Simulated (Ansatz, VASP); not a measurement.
**One calculation of Ir, two programs**

File INCAR:

```
SYSTEM = Ir
  PREC = Accurate
  ENCUT = 520
  EDIFF = 1E-7
  ISMEAR = 0
  SIGMA = 0.1
  LREAL = .FALSE.
  LASPH = .TRUE.
  NELM = 100
  ALGO = Normal
  ISIF = 2
  LWAVE = .FALSE.
  LCHARG = .FALSE.
  GGA = PS
  NBANDS = 10
```

The input KPOINTS:

```
regular mesh
0
G
  8 8 8
  0 0 0
```

The input POSCAR:

```
Ir
1.0
    0.0000000000      1.9269646700      1.9269646700
    1.9269646700      0.0000000000      1.9269646700
    1.9269646700      1.9269646700      0.0000000000
Ir
1
Direct
    0.0000000000      0.0000000000      0.0000000000
```

Input for Ansatz:

```yaml
crystal:
  lattice:
    - [0.0, 1.92696467, 1.92696467]
    - [1.92696467, 0.0, 1.92696467]
    - [1.92696467, 1.92696467, 0.0]
  atoms:
    - { symbol: Ir, position: [0.0, 0.0, 0.0] }
basis:
  ecutwfc: 420
kpoints:
  mp_grid: { grid: [8, 8, 8] }
hamiltonian:
  xc: pbesol
  pseudopotentials: { kind: paw, azcp: { folder: soft_1 } }
scf:
  occupations: { method: gaussian, width: 0.1 }
output:
  forces: true
  stress: true
  eigenvalues: true
```

Alike in both runs: task single point; functional PBEsol; k mesh 8 × 8 × 8; occupations gaussian, width 0.1 eV; no spin polarisation.

|  | VASP | Ansatz |
| --- | --- | --- |
| version | VASP 6.6.1 | Ansatz 0.2.0 |
| potentials or method | VASP PAW PBE potentials, release 64 (Ir), cutoff 520 eV | scalar-relativistic, plane waves, PAW |
| valence electrons in the cell | 9 | 17 |

VASP gave:

* gap on the k mesh at the Fermi level (eV): none
* pressure (GPa): -4.6

Question: Estimate Ansatz's values.

Answer: gap on the k mesh at the Fermi level (eV): none; pressure (GPa): -5.5.

VASP's potentials were made for PBE, not for PBEsol, and Ansatz warns of the same on its side. A gap of «none» marks a metal or a gap that the smearing closes. VASP's potentials hold 9 valence electrons a cell and Ansatz's 17, so a difference there can come from the potentials and not from the codes.

Neither program's run includes spin-orbit coupling.
